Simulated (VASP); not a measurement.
Write the native input for VASP 6.6.1 that does the following.

```
Task                   : single point
Functional             : PBE
Potentials or basis    : VASP PAW PBE potentials, release 64 (Hf_pv, B)
Cutoff                 : 520 eV
k mesh                 : 6 × 6 × 6
Occupations            : gaussian, width 0.1 eV
Spin                   : no spin polarisation
Dipole correction      : no
Further INCAR settings : ALGO = Normal; EDIFF = 1e-06; NBANDS = 19
```

The structure of HfB4 lies in POSCAR:

```
HfB4
1.0
    1.8981141024      1.0958766863      4.6363236966
   -1.8981141024      1.0958766863      4.6363236966
    0.0000000000     -2.1917533776      4.6363236954
Hf B
1 4
Direct
    0.5000000000      0.5000000000      0.5000000000
    0.6828346794      0.6828346794      0.6828346794
    0.3171653206      0.3171653206      0.3171653206
    0.7990660109      0.7990660109      0.7990660109
    0.2009339891      0.2009339891      0.2009339891
```

The input as run:

INCAR

```
PREC = Accurate ; ENCUT = 520
EDIFF = 1E-6 ; ISMEAR = 0
SIGMA = 0.1 ; LREAL = F
LASPH = T ; NELM = 100
ALGO = Normal ; ISIF = 2
LWAVE = F ; LCHARG = F
GGA = PE ; NBANDS = 19
```

KPOINTS

```
Automatic mesh
0
Gamma
  6 6 6
```

Potentials or basis: VASP PAW PBE potentials, release 64 (Hf_pv, B).

Run with:

```console
$ cat potpaw_PBE.64/Hf_pv/POTCAR potpaw_PBE.64/B/POTCAR > POTCAR
$ mpirun -np 1 vasp_std > vasp.out
```

Results of the run:

The pressure is 0.1 GPa, the largest force is 0.013 eV/Å and the band gap on the k mesh is zero (band 11 reaches 4.36 eV, above the bottom of band 12 at 3.99 eV).

Caveat: spin-orbit coupling is left out, which moves the levels of the heavy elements.

Wall time 64 s on 1 thread of AMD EPYC 7R43 64-Core Processor (Zen 3), with other jobs on the host, peak memory 0.21 GiB.
